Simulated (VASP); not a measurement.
# In (P6/mmm) in VASP: a series of runs, part 3 of 3

VASP 6.6.1. The steps go on from the part before.

## (5) Single point, LDA

This run uses another cell than the first one, of 24.97 Å³/atom, 0.962 times its volume.

INCAR

```
PREC     = Accurate       # precision mode
ENCUT    = 520            # plane-wave cutoff, eV
EDIFF    = 1E-7           # SCF threshold, eV
ISMEAR   = -1             # smearing method
SIGMA    = 0.1            # smearing width, eV
LREAL    = F              # projectors in reciprocal space
LASPH    = T              # aspherical terms in the spheres
NELM     = 80             # most SCF steps
ALGO     = Normal         # electronic algorithm
ISIF     = 2              # what is computed and relaxed
LWAVE    = F              # write WAVECAR
LCHARG   = F              # write CHGCAR
NBANDS   = 26             # bands
```

KPOINTS

```
Automatic mesh
0
Gamma
  9 9 13
```

POSCAR

```
In
1.0
    5.1955291851      0.0000000000      0.0000000000
   -2.5977645926      4.4994602603      0.0000000000
    0.0000000000      0.0000000000      3.2041384837
In
3
Direct
    0.0000000000      0.0000000000      0.0000000000
    0.3333333333      0.6666666667      0.5000000000
    0.6666666667      0.3333333333      0.5000000000
```

Potentials or basis: VASP PAW LDA potentials, release 64 (In_d).

Command:

```
$ cat potpaw_LDA.64/In_d/POTCAR > POTCAR
$ mpirun -np 1 vasp_std > vasp.out
```

OUTCAR:

```text
PREC = Accurate
   ENCUT = 520
   EDIFF = 1E-7
   ISMEAR = -1
   LREAL = F
   LASPH = T
   NELM = 80
   ISIF = 2

 ion  position               nearest neighbor table
   1  0.000  0.000  0.000-   2 3.40   3 3.40   2 3.40   3 3.40   2 3.40   2 3.40   3 3.40   3 3.40
                             3 3.40   3 3.40   2 3.40   2 3.40
   2  0.333  0.667  0.500-   3 3.00   3 3.00   3 3.00   1 3.40   1 3.40   1 3.40   1 3.40   1 3.40
                             1 3.40
   3  0.667  0.333  0.500-   2 3.00   2 3.00   2 3.00   1 3.40   1 3.40   1 3.40   1 3.40   1 3.40
                             1 3.40

  LATTYP: Found a hexagonal cell.
 ALAT       =     5.1955291851
 C/A-ratio  =     0.6167107083

  Lattice vectors:

 A1 = (   5.1955291851,   0.0000000000,   0.0000000000)
 A2 = (  -2.5977645926,   4.4994602603,   0.0000000000)
 A3 = (   0.0000000000,   0.0000000000,   3.2041384837)

Analysis of symmetry for initial positions (statically):
=====================================================================
 Subroutine PRICEL returns:
 Original cell was already a primitive cell.

 Routine SETGRP: Setting up the symmetry group for a
 hexagonal supercell.

 Subroutine GETGRP returns: Found 24 space group operations
 (whereof 24 operations were pure point group operations)
 out of a pool of 24 trial point group operations.

The static configuration has the point symmetry D_6h.

Analysis of symmetry for dynamics (positions and initial velocities):
=====================================================================
 Subroutine PRICEL returns:
 Original cell was already a primitive cell.

 Routine SETGRP: Setting up the symmetry group for a
 hexagonal supercell.

 Subroutine GETGRP returns: Found 24 space group operations
 (whereof 24 operations were pure point group operations)
 out of a pool of 24 trial point group operations.
[... 111 lines left out ...]
   POTIM  = 0.5000    time-step for ionic-motion
   TEBEG  =    0.0;   TEEND  =   0.0 temperature during run
   PSTRESS=    0.0 pullay stress
   NELECT =      39.0000    total number of electrons
   NUPDOWN=      -1.0000    fix difference up-down
   EMIN   =  10.00;   EMAX   =-10.00  energy-range for DOS
   EFERMI =   0.00;   METHOD = LEGACY
   ISMEAR =    -1;   SIGMA  =   0.10  broadening in eV -4-tet -1-fermi 0-gaus
   EFERMI_NEDOS =   21; number of points for ismear=-14 and -15
   IALGO  =     38    algorithm
   IMIX   =      4    mixing-type and parameters
     AMIX     =   0.40;   BMIX     =  1.00
     AMIX_MAG =   1.60;   BMIX_MAG =  1.00
  volume/ion in A,a.u.               =      24.97       168.49
  Fermi-wavevector in a.u.,A,eV,Ry     =   1.317031  2.488827 23.600253  1.734570
  Thomas-Fermi vector in A             =   2.447101
   LORBIT       =      0    0 simple, 1 ext, 2 COOP (PROOUT), +10 PAW based schemes
   GGA     = CA    functional components
   LHFCALC =     F    Hartree Fock is set to
   AEXX    =    0.0000 exact exchange contribution
   IVDW    =     0    specifies the selected vdW correction
   LEPSILON=     F    determine dielectric tensor
   LRPA    =     F    only Hartree local field effects (RPA)
 non-spin polarized calculation
  energy-cutoff  :      520.00
  volume of cell :       74.90
 maximum number of plane-waves:      2040
 NGX is ok and might be reduce to    40
   NGX = 19   NGY = 19   NGZ = 11

 number of electron      39.0000014 magnetization

 Free energy of the ion-electron system (eV)
  ---------------------------------------------------
  ext. energy  EPLUGINS =         0.00000000
  ---------------------------------------------------
  free energy    TOTEN  =        -9.58586588 eV

  energy without entropy =       -9.53498084  energy(sigma->0) =       -9.56042336

 E-fermi :   7.7615     XC(G=0): -10.7453

 val. band max:        7.7144989320   @ k =   0.2222   0.1111   0.0000
 cond. band min:       7.7647785241   @ k =   0.2222   0.2222   0.2308
 fundamental gap:      0.0502795921
 Fermi energy:         7.7614842263

 k-point     1 :       0.0000    0.0000    0.0000
  band No.  band energies     occupation
      1      -7.1444      2.00000
      2      -6.8743      2.00000
      3      -6.8647      2.00000
      4      -6.8647      2.00000
      5      -6.8448      2.00000
      6      -6.7201      2.00000
[... 685 lines left out ...]
     25      15.5323      0.00000
     26      15.5511      0.00000

 [... further k-points ...]
[... 5 lines left out ...]
  --------------------------------------------------------------------------------------
  -------------------------------------------------------------------------------------
  Total        0.3468806      0.3468806     -0.5056618     -0.0000000      0.0000000      0.0000000
  in kB        7.4197466      7.4197466    -10.8160630     -0.0000000      0.0000000      0.0000000
  external PRESSURE =       1.3411434 kB  Pullay stress =       0.0000000 kB

 VOLUME and BASIS-vectors are now :
 -----------------------------------------------------------------------------
  energy-cutoff  :      520.00
  volume of cell :       74.90
      direct lattice vectors                 reciprocal lattice vectors
     5.195529185  0.000000000  0.000000000     0.192473175  0.111124440  0.000000000
    -2.597764593  4.499460260  0.000000000     0.000000000  0.222248879  0.000000000
     0.000000000  0.000000000  3.204138484     0.000000000  0.000000000  0.312096373

 POSITION                                       TOTAL-FORCE (eV/Angst)
 -----------------------------------------------------------------------------------
      0.00000      0.00000      0.00000         0.000000      0.000000      0.000000
     -0.00000      2.99964      1.60207        -0.000000      0.000000      0.000000
      2.59776      1.49982      1.60207         0.000000      0.000000      0.000000
 -----------------------------------------------------------------------------------
    total drift:                               -0.000000      0.000000      0.000000

  FREE ENERGIE OF THE ION-ELECTRON SYSTEM (eV)
  ---------------------------------------------------
  free  energy   TOTEN  =        -9.5858658819 eV

  energy  without entropy=       -9.5349808383  energy(sigma->0) =       -9.56042336
```

OSZICAR:

```text
N       E                     dE             d eps       ncg     rms          rms(c)
DAV:   1     0.351805781119E+03    0.35181E+03   -0.18935E+04  4376   0.210E+03
DAV:   2     0.215918906584E+02   -0.33021E+03   -0.32565E+03  4376   0.446E+02
DAV:   3    -0.860295605339E+01   -0.30195E+02   -0.29954E+02  5144   0.163E+02
DAV:   4    -0.965320800456E+01   -0.10503E+01   -0.10489E+01  5392   0.336E+01
DAV:   5    -0.970423943477E+01   -0.51031E-01   -0.51029E-01  6946   0.564E+00    0.474E+00
DAV:   6    -0.961038412444E+01    0.93855E-01   -0.16347E-01  5820   0.613E+00    0.224E+00
DAV:   7    -0.958799472108E+01    0.22389E-01   -0.50079E-02  6118   0.292E+00    0.433E-01
DAV:   8    -0.958588414158E+01    0.21106E-02   -0.41475E-03  5250   0.914E-01    0.552E-02
DAV:   9    -0.958586553619E+01    0.18605E-04   -0.21626E-04  6500   0.171E-01    0.361E-02
DAV:  10    -0.958586579873E+01   -0.26255E-06   -0.13115E-05  6284   0.363E-02    0.120E-02
DAV:  11    -0.958586588191E+01   -0.83174E-07   -0.92005E-07  5498   0.127E-02
   1 F= -.95858659E+01 E0= -.95604234E+01  d E =-.508850E-01
```

Run time: 45 s. Hardware: 1 thread of Intel Xeon 6975P-C (Granite Rapids), shared host; peak memory 0.24 GiB.

What came out:

```
Free energy : -9.5859 eV
Pressure    : 0.1 GPa
```

Caveat: spin-orbit coupling is left out, which moves the levels of the heavy elements.

## (6) Relaxation of cell and atoms, LDA

This run uses another cell than the first one, of 26.14 Å³/atom, 1.007 times its volume.

INCAR

```
SYSTEM = In
PREC = Accurate
ENCUT = 600
EDIFF = 1E-7
ISMEAR = -1
SIGMA = 0.1
LREAL = .False.
LASPH = .True.
NELM = 60
ALGO = Normal
ISIF = 3
LWAVE = .False.
LCHARG = .False.
IBRION = 2
NSW = 80
EDIFFG = -0.01
```

KPOINTS

```
Automatic mesh
0
Gamma
  7 7 10
  0 0 0
```

POSCAR

```
In
1.0
    5.2864609513      0.0000000000      0.0000000000
   -2.6432304757      4.5782094800      0.0000000000
    0.0000000000      0.0000000000      3.2406005632
In
3
Direct
    0.0000000000      0.0000000000      0.0000000000
    0.3333333333      0.6666666667      0.5000000000
    0.6666666667      0.3333333333      0.5000000000
```

Potentials or basis: VASP PAW LDA potentials, release 64 (In_d).

Command:

```
$ cat potpaw_LDA.64/In_d/POTCAR > POTCAR
$ mpirun -np 1 vasp_std > vasp.out
```

Wall time 1.9 min (1 thread of Intel Xeon 6975P-C (Granite Rapids), shared host); peak memory 0.23 GiB.

It converged, with:

```
Free energy                            : -9.6364 eV
Relaxed volume                         : 25.01 Å³/atom
Relaxed cell                           : a = 5.201 Å, b = 5.201 Å, c = 3.203 Å, α = 90.00°, β = 90.00°, γ = 120.00°
Space group after relaxing (to 0.05 Å) : P6/mmm (No. 191)
Energy gained by relaxing              : 7.4 meV/atom
Ionic steps                            : 3
Pressure after relaxing                : 0.0 GPa
```

Stress tensor (GPa, compression positive):
```
-0.04  0.00  0.00
 0.00 -0.04  0.00
 0.00  0.00  0.05
```

Step by step:
```tsv
step	energy change (eV)	largest force (eV/Å)	pressure (GPa)	volume (Å³)
1	0.0000	0.0000	-1.96	78.43
2	-0.0222	0.0000	0.14	74.85
3	-0.0222	0.0000	-0.01	75.04
```

Final structure:
```
In
1.0
     5.20113    0.00000    0.00000
    -2.60057    4.50431    0.00000
     0.00000    0.00000    3.20325
In
3
Direct
  0.00000 0.00000 0.00000
  0.33333 0.66667 0.50000
  0.66667 0.33333 0.50000
```

Levels at points of the mesh, in eV from the Fermi level:
```csv
k point,band 16,band 17,band 18,band 19,band 20,band 21,band 22,band 23
"(0.00, 0.00, 0.00)",-9.93,-2.78,-2.54,-1.12,-1.12,-1.00,-1.00,4.78
"(0.00, 0.00, 0.50)",-6.29,-5.34,1.06,1.11,1.15,1.15,1.33,1.36
```

Caveat: spin-orbit coupling is left out, which moves the levels of the heavy elements.

## (7) Overview

| task | cell | k mesh | cutoff (eV) | gap on the mesh (eV) | pressure (GPa) |
| --- | --- | --- | --- | --- | --- |
| single point | a = 5.264, b = 5.264, c = 3.246 Å, angles 90.0, 90.0, 120.0°, 3 atoms | 8 × 8 × 11 | 520 | none | -1.6 |
| single point | a = 5.331, b = 5.331, c = 3.287 Å, angles 90.0, 90.0, 120.0°, 3 atoms | 8 × 8 × 11 | 520 | none | -3.0 |
| single point | a = 5.396, b = 5.396, c = 3.327 Å, angles 90.0, 90.0, 120.0°, 3 atoms | 8 × 8 × 11 | 520 | none | -4.0 |
| single point | a = 5.196, b = 5.196, c = 3.204 Å, angles 90.0, 90.0, 120.0°, 3 atoms | 9 × 9 × 13 | 520 | none | 0.1 |
| relaxation of cell and atoms | relaxed from a = 5.286, b = 5.286, c = 3.241 Å, angles 90.0, 90.0, 120.0°, 3 atoms | 7 × 7 × 10 | 600 | none | 0.0 |

Alike in all rows: level LDA; potentials or basis VASP PAW LDA potentials, release 64 (In_d); no spin polarisation; smearing fermi-dirac 0.1 eV.

Caveats: spin-orbit coupling is left out, which moves the levels of the heavy elements.

Total energies depend on the potentials used, so only differences within one code and one set of settings carry meaning.
